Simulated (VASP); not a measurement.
# Be2ZnTe3 (P3m1) in VASP: notebook

Be2ZnTe3 is run at these levels: PBE; tasks: single point.

All numbers are computed with VASP 6.6.1; they aren't measurements. Logs are shortened: lines on timing, memory, paths and dates and some standing lists are left out, and cuts for length are marked.

## Step 1: The cell of the first run

It takes space group P3m1 (No. 156, trigonal). The conventional cell has a = 4.126 Å, b = 4.126 Å, c = 10.146 Å, α = 90.00°, β = 90.00°, γ = 120.00°. Within 3.2 Å of Be (site symmetry 3m) lie 4 Te at 2.44 to 2.51 Å. Within 3.2 Å of Be (site symmetry 3m) lie 4 Te at 2.46 to 2.50 Å. Zn (site symmetry 3m) has 4 Te at 2.60 to 2.65 Å within 3.4 Å. Within 3.2 Å of Te (site symmetry 3m) lie 4 Be at 2.46 to 2.51 Å. Within 3.3 Å of Te (site symmetry 3m) lie 3 Be at 2.50 Å and 1 Zn at 2.65 Å. Within 3.2 Å of Te (site symmetry 3m) lie 1 Be at 2.44 Å and 3 Zn at 2.60 Å.

## Step 2: Single point, PBE

The input, INCAR:

```
SYSTEM = Be2ZnTe3
ALGO = Normal
EDIFF = 1E-7
ENCUT = 520
GGA = PE
ISIF = 2
ISMEAR = 0
LASPH = .TRUE.
LCHARG = .FALSE.
LREAL = .FALSE.
LWAVE = .FALSE.
NBANDS = 26
NELM = 80
PREC = Accurate
SIGMA = 0.1
```

The input, KPOINTS:

```
k-points
0
G
  6 6 2
  0 0 0
```

The input, POSCAR:

```
Be2ZnTe3
1.0
    4.1257546000      0.0000000000      0.0000000000
   -2.0628773000      3.5730083000      0.0000000000
    0.0000000000      0.0000000000     10.1457731000
Be Zn Te
2 1 3
Direct
    0.3333333000      0.6666667000      0.9926210000
    0.6666667000      0.3333333000      0.6739880000
    0.0000000000      0.0000000000      0.3363190000
    0.6666667000      0.3333333000      0.9160060000
    0.0000000000      0.0000000000      0.5977580000
    0.3333333000      0.6666667000      0.2333090000
```

Potentials or basis: VASP PAW PBE potentials, release 64 (Be, Zn, Te).

Command:

```sh
$ cat potpaw_PBE.64/Be/POTCAR potpaw_PBE.64/Zn/POTCAR potpaw_PBE.64/Te/POTCAR > POTCAR
$ mpirun -np 1 vasp_std > vasp.out
```

OUTCAR:

```text
SYSTEM = Be2ZnTe3
   EDIFF = 1E-7
   ENCUT = 520
   GGA = PE
   ISIF = 2
   ISMEAR = 0
   LASPH = .TRUE.
   LREAL = .FALSE.
   NELM = 80
   PREC = Accurate

 ion  position               nearest neighbor table
   1  0.333  0.667  0.993-   6 2.44   4 2.51   4 2.51   4 2.51
   2  0.667  0.333  0.674-   4 2.46   5 2.50   5 2.50   5 2.50
   3  0.000  0.000  0.336-   6 2.60   6 2.60   6 2.60   5 2.65
   4  0.667  0.333  0.916-   2 2.46   1 2.51   1 2.51   1 2.51
   5  0.000  0.000  0.598-   2 2.50   2 2.50   2 2.50   3 2.65
   6  0.333  0.667  0.233-   1 2.44   3 2.60   3 2.60   3 2.60

  LATTYP: Found a hexagonal cell.
 ALAT       =     4.1257546000
 C/A-ratio  =     2.4591315005

  Lattice vectors:

 A1 = (   4.1257546000,   0.0000000000,   0.0000000000)
 A2 = (  -2.0628773000,   3.5730083000,   0.0000000000)
 A3 = (   0.0000000000,   0.0000000000,  10.1457731000)

Analysis of symmetry for initial positions (statically):
=====================================================================
 Subroutine PRICEL returns:
 Original cell was already a primitive cell.

 Routine SETGRP: Setting up the symmetry group for a
 hexagonal supercell.

 Subroutine GETGRP returns: Found  6 space group operations
 (whereof  6 operations were pure point group operations)
 out of a pool of 24 trial point group operations.

The static configuration has the point symmetry C_3v.

Analysis of symmetry for dynamics (positions and initial velocities):
=====================================================================
 Subroutine PRICEL returns:
 Original cell was already a primitive cell.

 Routine SETGRP: Setting up the symmetry group for a
 hexagonal supercell.

 Subroutine GETGRP returns: Found  6 space group operations
 (whereof  6 operations were pure point group operations)
 out of a pool of 24 trial point group operations.

The dynamic configuration has the point symmetry C_3v.

 Subroutine INISYM returns: Found  6 space group operations
 (whereof  6 operations are pure point group operations),
 and found     1 'primitive' translations

----------------------------------------------------------------------------------------

                                     Primitive cell

  volume of cell :     149.5624

  direct lattice vectors                    reciprocal lattice vectors
     4.125754600  0.000000000  0.000000000     0.242379903  0.139938102  0.000000000
[... 86 lines left out ...]
   NSW    =      0    number of steps for IOM
   IBRION =     -1    ionic relax: 0-MD 1-quasi-New 2-CG
   NFREE  =      0    steps in history (QN), initial steepest desc. (CG)
   ISIF   =      2    stress and relaxation
   ISYM   =      2    0-nonsym 1-usesym 2-fastsym
   POTIM  = 0.5000    time-step for ionic-motion
   TEBEG  =    0.0;   TEEND  =   0.0 temperature during run
   PSTRESS=    0.0 pullay stress
   NELECT =      34.0000    total number of electrons
   NUPDOWN=      -1.0000    fix difference up-down
   EMIN   =  10.00;   EMAX   =-10.00  energy-range for DOS
   EFERMI =   0.00;   METHOD = LEGACY
   ISMEAR =     0;   SIGMA  =   0.10  broadening in eV -4-tet -1-fermi 0-gaus
   EFERMI_NEDOS =   21; number of points for ismear=-14 and -15
   IALGO  =     38    algorithm
   IMIX   =      4    mixing-type and parameters
     AMIX     =   0.40;   BMIX     =  1.00
     AMIX_MAG =   1.60;   BMIX_MAG =  1.00
  volume/ion in A,a.u.               =      24.93       168.22
  Fermi-wavevector in a.u.,A,eV,Ry     =   0.999141  1.888103 13.582472  0.998284
  Thomas-Fermi vector in A             =   2.131412
   LORBIT       =      0    0 simple, 1 ext, 2 COOP (PROOUT), +10 PAW based schemes
   GGA     = PE    functional components
   LHFCALC =     F    Hartree Fock is set to
   AEXX    =    0.0000 exact exchange contribution
   IVDW    =     0    specifies the selected vdW correction
   LEPSILON=     F    determine dielectric tensor
   LRPA    =     F    only Hartree local field effects (RPA)
 non-spin polarized calculation
 Gauss-broadening in eV      SIGMA  =   0.10
  energy-cutoff  :      520.00
  volume of cell :      149.56
 maximum number of plane-waves:      4075
 NGX is ok and might be reduce to    32
   NGX = 15   NGY = 15   NGZ = 37

 number of electron      34.0000002 magnetization

 Free energy of the ion-electron system (eV)
  ---------------------------------------------------
  ext. energy  EPLUGINS =         0.00000000
  ---------------------------------------------------
  free energy    TOTEN  =       -20.24289293 eV

  energy without entropy =      -20.24289293  energy(sigma->0) =      -20.24289293

 E-fermi :   4.7875     XC(G=0):  -8.9288

 val. band max:        4.3446965565   @ k =   0.0000   0.0000   0.0000
 cond. band min:       6.2033637203   @ k =   0.5000  -0.0000   0.0000
 fundamental gap:      1.8586671639
 Fermi energy:         4.7874665358

 k-point     1 :       0.0000    0.0000    0.0000
  band No.  band energies     occupation
      1      -7.8291      2.00000
      2      -7.1361      2.00000
      3      -6.9477      2.00000
      4      -2.6579      2.00000
      5      -2.6579      2.00000
      6      -2.6211      2.00000
[... 395 lines left out ...]
     25      10.5219      0.00000
     26      10.5900      0.00000

------------------------ aborting loop because EDIFF is reached ----------------------------------------

  FORCE on cell =-STRESS in cart. coord.  units (eV):
  Direction    XX          YY          ZZ          XY          YZ          ZX
  --------------------------------------------------------------------------------------
  -------------------------------------------------------------------------------------
  Total        0.1203759      0.1203759      0.0700970      0.0000000     -0.0000000     -0.0000000
  in kB        1.2895187      1.2895187      0.7509087      0.0000000     -0.0000000     -0.0000000
  external PRESSURE =       1.1099820 kB  Pullay stress =       0.0000000 kB

 VOLUME and BASIS-vectors are now :
 -----------------------------------------------------------------------------
  energy-cutoff  :      520.00
  volume of cell :      149.56
      direct lattice vectors                 reciprocal lattice vectors
     4.125754600  0.000000000  0.000000000     0.242379903  0.139938102  0.000000000
    -2.062877300  3.573008300  0.000000000     0.000000000  0.279876204  0.000000000
     0.000000000  0.000000000 10.145773100     0.000000000  0.000000000  0.098563213

 POSITION                                       TOTAL-FORCE (eV/Angst)
 -----------------------------------------------------------------------------------
     -0.00000      2.38201     10.07091        -0.000000      0.000000     -0.004431
      2.06288      1.19100      6.83813        -0.000000      0.000000     -0.006436
      0.00000      0.00000      3.41222         0.000000      0.000000      0.001723
      2.06288      1.19100      9.29359        -0.000000     -0.000000      0.002707
      0.00000      0.00000      6.06472         0.000000     -0.000000      0.002062
     -0.00000      2.38201      2.36710        -0.000000      0.000000      0.004375
 -----------------------------------------------------------------------------------
    total drift:                               -0.000018      0.000010     -0.000497

  FREE ENERGIE OF THE ION-ELECTRON SYSTEM (eV)
  ---------------------------------------------------
  free  energy   TOTEN  =       -20.2428929256 eV

  energy  without entropy=      -20.2428929256  energy(sigma->0) =      -20.24289293
```

stdout:

```text
POSCAR found type information on POSCAR BeZnTe
 POSCAR found :  3 types and       6 ions
 scaLAPACK will be used
 LDA part: xc-table for (Slater+PW92), standard interpolation
 POSCAR, INCAR and KPOINTS ok, starting setup
 FFT: planning ... GRIDC
 FFT: planning ... GRID_SOFT
 FFT: planning ... GRID
 WAVECAR not read
 entering main loop
```

It took 48 s on 1 thread of Intel Xeon Platinum 8488C (Sapphire Rapids), shared host; peak memory 0.29 GiB.

What came out:

```
Free energy            : -20.2429 eV
Pressure               : 0.1 GPa
Largest force          : 0.006 eV/Å
Band gap on the k mesh : 1.86 eV (least direct gap 2.27 eV)
```

Forces in eV/Å, atoms in the order of the input:
```
Be   0.000  0.000 -0.004
Be   0.000  0.000 -0.006
Zn   0.000  0.000  0.002
Te   0.000  0.000  0.003
Te   0.000  0.000  0.002
Te   0.000  0.000  0.004
```

Levels at points of the mesh, in eV from the valence-band top:
| k point | band 15 | band 16 | band 17 | band 18 | band 19 | band 20 |
| --- | --- | --- | --- | --- | --- | --- |
| (0.00, 0.00, 0.00) | -0.29 | 0.00 | 0.00 | 2.27 | 2.45 | 2.66 |
| (0.50, 0.00, 0.00) | -2.29 | -1.84 | -1.29 | 1.86 | 2.27 | 2.96 |
| (0.00, 0.00, 0.50) | -0.78 | -0.13 | -0.13 | 2.34 | 2.76 | 3.02 |
| (0.50, 0.00, 0.50) | -2.15 | -1.26 | -1.05 | 2.12 | 2.21 | 2.62 |

Caveat: spin-orbit coupling is left out, which moves the levels of the heavy elements.

## Step 3: Single point, PBE

The input, INCAR:

```
SYSTEM = Be2ZnTe3
  ALGO = Normal
  EDIFF = 1E-6
  ENCUT = 520
  GGA = PE
  ISIF = 2
  ISMEAR = 0
  LASPH = .True.
  LCHARG = .False.
  LREAL = .False.
  LWAVE = .False.
  NBANDS = 26
  NELM = 60
  PREC = Accurate
  SIGMA = 0.02
```

The input, KPOINTS:

```
k-points
0
Gamma
  12 12 4
  0 0 0
```

The input, POSCAR:

```
Be2ZnTe3
1.0
    4.1257546038      0.0000000000      0.0000000000
   -2.0628773019      3.5730082967      0.0000000000
    0.0000000000      0.0000000000     10.1457731000
Be Zn Te
2 1 3
Direct
    0.3333333333      0.6666666667      0.9926210000
    0.6666666667      0.3333333333      0.6739880000
    0.0000000000      0.0000000000      0.3363190000
    0.6666666667      0.3333333333      0.9160060000
    0.0000000000      0.0000000000      0.5977580000
    0.3333333333      0.6666666667      0.2333090000
```

Potentials or basis: VASP PAW PBE potentials, release 64 (Be, Zn, Te).

Command:

```sh
$ cat potpaw_PBE.64/Be/POTCAR potpaw_PBE.64/Zn/POTCAR potpaw_PBE.64/Te/POTCAR > POTCAR
$ mpirun -np 1 vasp_std > vasp.out
```

Wall time 3 min (1 thread of Intel Xeon Platinum 8488C (Sapphire Rapids), shared host); peak memory 0.43 GiB.

It converged, with:

```
Free energy            : -20.2540 eV
Pressure               : 0.1 GPa
Largest force          : 0.008 eV/Å
Band gap on the k mesh : 1.86 eV (least direct gap 2.27 eV)
```

Forces in eV/Å, atoms in the order of the input:
```
Be   0.000  0.000 -0.005
Be   0.000  0.000 -0.007
Zn   0.000  0.000  0.001
Te   0.000  0.000  0.003
Te   0.000  0.000  0.000
Te   0.000  0.000  0.008
```

Levels at points of the mesh, in eV from the valence-band top:
```
           k point  band 13  band 14  band 15  band 16  band 17  band 18  band 19  band 20  band 21  band 22
(0.00, 0.00, 0.00)    -0.93    -0.93    -0.29     0.00     0.00     2.27     2.45     2.66     3.49     3.49
(0.50, 0.00, 0.00)    -2.64    -2.43    -2.29    -1.84    -1.29     1.86     2.27     2.96     3.19     4.47
(0.00, 0.00, 0.50)    -1.39    -0.78    -0.78    -0.13    -0.13     2.34     2.76     3.02     3.73     3.73
(0.50, 0.00, 0.50)    -3.08    -2.59    -2.15    -1.26    -1.05     2.12     2.22     2.62     3.56     3.87
```

Caveat: spin-orbit coupling is left out, which moves the levels of the heavy elements. A k mesh can miss the band edges.

## Step 4: Single point, PBE

The input, INCAR:

```
PREC = Accurate
ENCUT = 520
EDIFF = 1E-6
ISMEAR = 0
SIGMA = 0.02
LREAL = False
LASPH = True
NELM = 80
ALGO = Normal
ISIF = 2
LWAVE = False
LCHARG = False
GGA = PE
NBANDS = 26
```

The input, KPOINTS:

```
Automatic mesh
0
Gamma
  12 12 4
```

POSCAR is that of step 3.

Command:

```sh
$ cat potpaw_PBE.64/Be/POTCAR potpaw_PBE.64/Zn/POTCAR potpaw_PBE.64/Te/POTCAR > POTCAR
$ mpirun -np 1 vasp_std > vasp.out
```

It took 3 min on 1 thread of Intel Xeon Platinum 8488C (Sapphire Rapids), shared host; peak memory 0.44 GiB.

It converged, with:

```
Free energy            : -20.2540 eV
Pressure               : 0.1 GPa
Largest force          : 0.008 eV/Å
Band gap on the k mesh : 1.86 eV (least direct gap 2.27 eV)
```

Forces in eV/Å, atoms in the order of the input:
```
Be   0.000  0.000 -0.005
Be   0.000  0.000 -0.007
Zn   0.000  0.000  0.001
Te   0.000  0.000  0.003
Te   0.000  0.000  0.000
Te   0.000  0.000  0.008
```

Levels at points of the mesh, in eV from the valence-band top:
| k point | band 14 | band 15 | band 16 | band 17 | band 18 | band 19 | band 20 | band 21 |
| --- | --- | --- | --- | --- | --- | --- | --- | --- |
| (0.00, 0.00, 0.00) | -0.93 | -0.29 | 0.00 | 0.00 | 2.27 | 2.45 | 2.66 | 3.49 |
| (0.50, 0.00, 0.00) | -2.43 | -2.29 | -1.84 | -1.29 | 1.86 | 2.27 | 2.96 | 3.19 |
| (0.00, 0.00, 0.50) | -0.78 | -0.78 | -0.13 | -0.13 | 2.34 | 2.76 | 3.02 | 3.73 |
| (0.50, 0.00, 0.50) | -2.59 | -2.15 | -1.26 | -1.05 | 2.12 | 2.22 | 2.62 | 3.56 |

Caveat: spin-orbit coupling is left out, which moves the levels of the heavy elements. A k mesh can miss the band edges.
